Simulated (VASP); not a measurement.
# RbBaSr in VASP: a series of runs

Runs on RbBaSr. Level: PBE. Tasks: single point.

All numbers are computed with VASP 6.6.1; they aren't measurements. Logs are shortened: lines on timing, memory, paths and dates and some standing lists are left out, and cuts for length are marked.

**1. The cell of the first run**

The cell holds a sheet with vacuum, 3 atoms: a = 4.469 Å, b = 4.469 Å, c = 39.493 Å, α = 90.00°, β = 90.00°, γ = 120.00°.

**2. Single point, PBE**

File INCAR:

```
ALGO = Normal ; DIPOL = 0.5 0.5 0.254
EDIFF = 1E-7 ; ENCUT = 520
GGA = PE ; IDIPOL = 3
ISIF = 2 ; ISMEAR = 0
LASPH = T ; LCHARG = F
LDIPOL = T ; LREAL = F
LWAVE = F ; NBANDS = 22
NELM = 100 ; PREC = Accurate
SIGMA = 0.1
```

File KPOINTS:

```
k-points
0
Gamma
  12 12 1
```

File POSCAR:

```
RbBaSr
1.0
    4.4693349761      0.0000000000      0.0000000000
   -2.2346674881      3.8705576273      0.0000000000
    0.0000000000      0.0000000000     39.4927323597
Rb Ba Sr
1 1 1
Direct
    0.0000000000      0.0000000000      0.2556198079
    0.6666666667      0.3333333333      0.1539996201
    0.3333333333      0.6666666667      0.3530525421
```

Potentials or basis: VASP PAW PBE potentials, release 64 (Rb_sv, Ba_sv, Sr_sv).

Launch:

```
$ cat potpaw_PBE.64/Rb_sv/POTCAR potpaw_PBE.64/Ba_sv/POTCAR potpaw_PBE.64/Sr_sv/POTCAR > POTCAR
$ mpirun -np 1 vasp_std > vasp.out
```

OUTCAR:

```text
EDIFF = 1E-7
   ENCUT = 520
   GGA = PE
   ISIF = 2
   ISMEAR = 0
   LASPH = T
   LREAL = F
   NELM = 100
   PREC = Accurate

 ion  position               nearest neighbor table
   1  0.000  0.000  0.256-   3 4.63   3 4.63   3 4.63   2 4.77   2 4.77   2 4.77
   2  0.667  0.333  0.154-   1 4.77   1 4.77   1 4.77
   3  0.333  0.667  0.353-   1 4.63   1 4.63   1 4.63

  LATTYP: Found a hexagonal cell.
 ALAT       =     4.4693349761
 C/A-ratio  =     8.8363777991

  Lattice vectors:

 A1 = (   4.4693349761,   0.0000000000,   0.0000000000)
 A2 = (  -2.2346674881,   3.8705576273,   0.0000000000)
 A3 = (   0.0000000000,   0.0000000000,  39.4927323597)

Analysis of symmetry for initial positions (statically):
=====================================================================
 Subroutine PRICEL returns:
 Original cell was already a primitive cell.

 Routine SETGRP: Setting up the symmetry group for a
 hexagonal supercell.

 Subroutine GETGRP returns: Found  6 space group operations
 (whereof  6 operations were pure point group operations)
 out of a pool of 24 trial point group operations.

The static configuration has the point symmetry C_3v.

Analysis of symmetry for dynamics (positions and initial velocities):
=====================================================================
 Subroutine PRICEL returns:
 Original cell was already a primitive cell.

 Routine SETGRP: Setting up the symmetry group for a
 hexagonal supercell.

 Subroutine GETGRP returns: Found  6 space group operations
 (whereof  6 operations were pure point group operations)
 out of a pool of 24 trial point group operations.

The dynamic configuration has the point symmetry C_3v.

 Subroutine INISYM returns: Found  6 space group operations
 (whereof  6 operations are pure point group operations),
 and found     1 'primitive' translations

----------------------------------------------------------------------------------------

                                     Primitive cell

  volume of cell :     683.1776

  direct lattice vectors                    reciprocal lattice vectors
     4.469334976  0.000000000  0.000000000     0.223746934  0.129180353  0.000000000
    -2.234667488  3.870557627  0.000000000     0.000000000  0.258360706  0.000000000
     0.000000000  0.000000000 39.492732360     0.000000000  0.000000000  0.025321115

  length of vectors
     4.469334976  4.469334976 39.492732360     0.258360706  0.258360706  0.025321115

  position of ions in fractional coordinates (direct lattice)
     0.000000000  0.000000000  0.255619808
     0.666666667  0.333333333  0.153999620
     0.333333333  0.666666667  0.353052542

  ion indices of the primitive-cell ions
   primitive index   ion index
                 1           1
                 2           2
                 3           3

----------------------------------------------------------------------------------------

 KPOINTS: k-points

Automatic generation of k-mesh.
 Grid dimensions read from file:
 generate k-points for:   12   12    1

 Generating k-lattice:

  Cartesian coordinates                     Fractional coordinates (reciprocal lattice)
     0.018645578  0.010765029  0.000000000     0.083333333  0.000000000  0.000000000
     0.000000000  0.021530059  0.000000000     0.000000000  0.083333333  0.000000000
     0.000000000  0.000000000  0.025321115     0.000000000  0.000000000  1.000000000

  Length of vectors
     0.021530059  0.021530059  0.025321115

  Shift w.r.t. Gamma in fractional coordinates (k-lattice)
     0.000000000  0.000000000  0.000000000

 Subroutine IBZKPT returns following result:
 ===========================================

 Found     19 irreducible k-points:

 Following reciprocal coordinates:
            Coordinates               Weight
  0.000000  0.000000  0.000000      1.000000
  0.083333  0.000000  0.000000      6.000000
  0.166667  0.000000  0.000000      6.000000
  0.250000  0.000000  0.000000      6.000000
  0.333333 -0.000000  0.000000      6.000000
  0.416667 -0.000000  0.000000      6.000000
[... 11 lines left out ...]
  0.333333  0.250000  0.000000     12.000000
  0.333333  0.333333  0.000000      2.000000
   k-points           NKPTS =     19   k-points in BZ     NKDIM =     19   number of bands    NBANDS=     22
   number of dos      NEDOS =    301   number of ions     NIONS =      3
   total plane-waves  NPLWV = 381024
   dimension x,y,z NGX =    36 NGY =   36 NGZ =  294
   dimension x,y,z NGXF=    72 NGYF=   72 NGZF=  588
   ions per type =               1   1   1
   NGX,Y,Z   is equivalent  to a cutoff of  13.39, 13.39, 12.38 a.u.
   NGXF,Y,Z  is equivalent  to a cutoff of  26.78, 26.78, 24.75 a.u.
 SYSTEM =  unknown system
   PREC   = accura    normal or accurate (medium, high low for compatibility)
   ISTART =      0    job   : 0-new  1-cont  2-samecut
   ICHARG =      2    charge: 1-file 2-atom 10-const
   ISPIN  =      1    spin polarized calculation?
   LNONCOLLINEAR =      F non collinear calculations
   LSORBIT =      F    spin-orbit coupling
   LASPH  =      T    aspherical Exc in radial PAW
   ENCUT  =  520.0 eV  38.22 Ry    6.18 a.u.   8.31  8.31 73.43*2*pi/ulx,y,z
   NELM   =    100;   NELMIN=  2; NELMDL= -5     # of ELM steps
   EDIFF  = 0.1E-06   stopping-criterion for ELM
   LREAL  =      F    real-space projection
   EDIFFG = 0.1E-05   stopping-criterion for IOM
   NSW    =      0    number of steps for IOM
   IBRION =     -1    ionic relax: 0-MD 1-quasi-New 2-CG
   NFREE  =      0    steps in history (QN), initial steepest desc. (CG)
   ISIF   =      2    stress and relaxation
   ISYM   =      2    0-nonsym 1-usesym 2-fastsym
   POTIM  = 0.5000    time-step for ionic-motion
   TEBEG  =    0.0;   TEEND  =   0.0 temperature during run
   PSTRESS=    0.0 pullay stress
   NELECT =      29.0000    total number of electrons
   NUPDOWN=      -1.0000    fix difference up-down
   EMIN   =  10.00;   EMAX   =-10.00  energy-range for DOS
   EFERMI =   0.00;   METHOD = LEGACY
   ISMEAR =     0;   SIGMA  =   0.10  broadening in eV -4-tet -1-fermi 0-gaus
   EFERMI_NEDOS =   21; number of points for ismear=-14 and -15
   IALGO  =     38    algorithm
   IMIX   =      4    mixing-type and parameters
     AMIX     =   0.40;   BMIX     =  1.00
     AMIX_MAG =   1.60;   BMIX_MAG =  1.00
  volume/ion in A,a.u.               =     227.73      1536.77
  Fermi-wavevector in a.u.,A,eV,Ry     =   0.571079  1.079183  4.437287  0.326131
  Thomas-Fermi vector in A             =   1.611395
   LORBIT       =      0    0 simple, 1 ext, 2 COOP (PROOUT), +10 PAW based schemes
   GGA     = PE    functional components
   LHFCALC =     F    Hartree Fock is set to
   AEXX    =    0.0000 exact exchange contribution
   IVDW    =     0    specifies the selected vdW correction
   LEPSILON=     F    determine dielectric tensor
   LRPA    =     F    only Hartree local field effects (RPA)
 non-spin polarized calculation
 Gauss-broadening in eV      SIGMA  =   0.10
  energy-cutoff  :      520.00
  volume of cell :      683.18
 maximum number of plane-waves:     18467
 NGX is ok and might be reduce to    36
   NGX = 17   NGY = 17   NGZ =147

 dipolmoment           0.000000      0.000000     -0.442659 electrons x Angstroem

 number of electron      29.0000002 magnetization

 dipolmoment           0.000000      0.000000      0.013571 electrons x Angstroem

 Free energy of the ion-electron system (eV)
  ---------------------------------------------------
  ext. energy  EPLUGINS =         0.00000000
  ---------------------------------------------------
  free energy    TOTEN  =        -3.52455325 eV

  energy without entropy =       -3.50524771  energy(sigma->0) =       -3.51490048

 E-fermi :  -1.4370     XC(G=0):  -2.3734

 val. band max:       -1.4669687209   @ k =   0.4167   0.0833   0.0000
 cond. band min:      -1.3881032432   @ k =   0.4167   0.1667   0.0000
 fundamental gap:      0.0788654778
 Fermi energy:        -1.4370113700

 k-point     1 :       0.0000    0.0000    0.0000
  band No.  band energies     occupation
      1     -38.7554      2.00000
      2     -30.8213      2.00000
      3     -29.9319      2.00000
      4     -20.7942      2.00000
      5     -20.6202      2.00000
      6     -20.6202      2.00000
[... 14 lines left out ...]
     21       0.6470      0.00000
     22       0.6470      0.00000

 k-point     2 :       0.0833    0.0000    0.0000
  band No.  band energies     occupation
      1     -38.7551      2.00000
      2     -30.8196      2.00000
      3     -29.9310      2.00000
      4     -20.7935      2.00000
      5     -20.6261      2.00000
      6     -20.6216      2.00000
[... 14 lines left out ...]
     21       0.5013      0.00000
     22       0.7856      0.00000

 k-point     3 :       0.1667    0.0000    0.0000
  band No.  band energies     occupation
      1     -38.7542      2.00000
      2     -30.8149      2.00000
      3     -29.9284      2.00000
      4     -20.7915      2.00000
      5     -20.6421      2.00000
      6     -20.6255      2.00000
[... 14 lines left out ...]
     21       0.6611      0.00000
     22       0.7098      0.00000
[... 351 lines left out ...]
 k-point    18 :       0.3333    0.2500    0.0000
  band No.  band energies     occupation
      1     -38.7504      2.00000
      2     -30.7934      2.00000
      3     -29.9167      2.00000
      4     -20.7822      2.00000
      5     -20.6916      2.00000
      6     -20.6670      2.00000
[... 14 lines left out ...]
     21      -0.2320      0.00000
     22       0.0857      0.00000

 k-point    19 :       0.3333    0.3333    0.0000
  band No.  band energies     occupation
      1     -38.7502      2.00000
      2     -30.7925      2.00000
      3     -29.9162      2.00000
      4     -20.7818      2.00000
      5     -20.6812      2.00000
      6     -20.6810      2.00000
[... 14 lines left out ...]
     21      -0.3168      0.00000
     22      -0.1844      0.00000

------------------------ aborting loop because EDIFF is reached ----------------------------------------

 vacuum level on the upper side and lower side of the slab       (xc-potential included)         0.065        -0.075

  FORCE on cell =-STRESS in cart. coord.  units (eV):
  Direction    XX          YY          ZZ          XY          YZ          ZX
  --------------------------------------------------------------------------------------
  -------------------------------------------------------------------------------------
  Total        0.0012907      0.0012907      0.0044721     -0.0000000     -0.0000000      0.0000000
  in kB        0.0030269      0.0030269      0.0104879     -0.0000000     -0.0000000      0.0000000
  external PRESSURE =       0.0055139 kB  Pullay stress =       0.0000000 kB

 VOLUME and BASIS-vectors are now :
 -----------------------------------------------------------------------------
  energy-cutoff  :      520.00
  volume of cell :      683.18
      direct lattice vectors                 reciprocal lattice vectors
     4.469334976  0.000000000  0.000000000     0.223746934  0.129180353  0.000000000
    -2.234667488  3.870557627  0.000000000     0.000000000  0.258360706  0.000000000
     0.000000000  0.000000000 39.492732360     0.000000000  0.000000000  0.025321115

 POSITION                                       TOTAL-FORCE (eV/Angst)
 -----------------------------------------------------------------------------------
      0.00000      0.00000     10.09512         0.000000     -0.000000     -0.001178
      2.23467      1.29019      6.08187        -0.000000     -0.000000     -0.000746
     -0.00000      2.58037     13.94301         0.000000      0.000000      0.001923
 -----------------------------------------------------------------------------------
    total drift:                                0.000000     -0.000000     -0.000060

  FREE ENERGIE OF THE ION-ELECTRON SYSTEM (eV)
  ---------------------------------------------------
  free  energy   TOTEN  =        -3.5245532473 eV

  energy  without entropy=       -3.5052477073  energy(sigma->0) =       -3.51490048

 vacuum level on the upper side and lower side of the slab         1.192         1.050
```

Wall time 21 min (1 thread of Intel Xeon Platinum 8259CL at 2.50GHz (Skylake/Cascade Lake), shared host); peak memory 0.96 GiB.

Results:

```
Free energy            : -3.5246 eV
Band gap on the k mesh : zero (an odd number of electrons rules out a gap without spin polarisation)
```

Caveat: spin-orbit coupling is left out, which moves the levels of the heavy elements.

**3. Single point, PBE**

File INCAR:

```
SYSTEM = RbBaSr
  ALGO = Normal
  DIPOL = 0.5 0.5 0.254
  EDIFF = 1E-6
  ENCUT = 520
  GGA = PE
  IDIPOL = 3
  ISIF = 2
  ISMEAR = 0
  LASPH = .True.
  LCHARG = .False.
  LDIPOL = .True.
  LREAL = .False.
  LWAVE = .False.
  NBANDS = 22
  NELM = 100
  PREC = Accurate
  SIGMA = 0.1
```

File KPOINTS:

```
k-points
0
Gamma
  12 12 1
  0 0 0
```

File POSCAR:

```
RbBaSr
1.0
    4.4724700816      0.0000000000      0.0000000000
   -2.2362350408      3.8732727083      0.0000000000
    0.0000000000      0.0000000000     39.4927323597
Rb Ba Sr
1 1 1
Direct
    0.0000000000      0.0000000000      0.2554123750
    0.6666666667      0.3333333333      0.1530046618
    0.3333333333      0.6666666667      0.3542549334
```

Potentials or basis: VASP PAW PBE potentials, release 64 (Rb_sv, Ba_sv, Sr_sv).

Launch:

```
$ cat potpaw_PBE.64/Rb_sv/POTCAR potpaw_PBE.64/Ba_sv/POTCAR potpaw_PBE.64/Sr_sv/POTCAR > POTCAR
$ mpirun -np 1 vasp_std > vasp.out
```

Wall time 18 min (1 thread of Intel Xeon Platinum 8259CL at 2.50GHz (Skylake/Cascade Lake), shared host); peak memory 0.99 GiB.

It converged, with:

```
Free energy            : -3.5239 eV
Largest force          : 0.020 eV/Å
Band gap on the k mesh : zero (an odd number of electrons rules out a gap without spin polarisation)
```

Forces in eV/Å, atoms in the order of the input:
```
Rb   0.000  0.000  0.009
Ba   0.000  0.000  0.011
Sr   0.000  0.000 -0.020
```

Levels at points of the mesh, in eV from the Fermi level:
| k point | band 13 | band 14 | band 15 | band 16 | band 17 | band 18 |
| --- | --- | --- | --- | --- | --- | --- |
| (0.00, 0.00, 0.00) | -2.74 | -2.19 | -1.10 | 0.27 | 0.47 | 0.87 |
| (0.50, 0.00, 0.00) | -0.57 | -0.51 | -0.11 | 0.24 | 0.58 | 0.88 |

Caveat: spin-orbit coupling is left out, which moves the levels of the heavy elements.
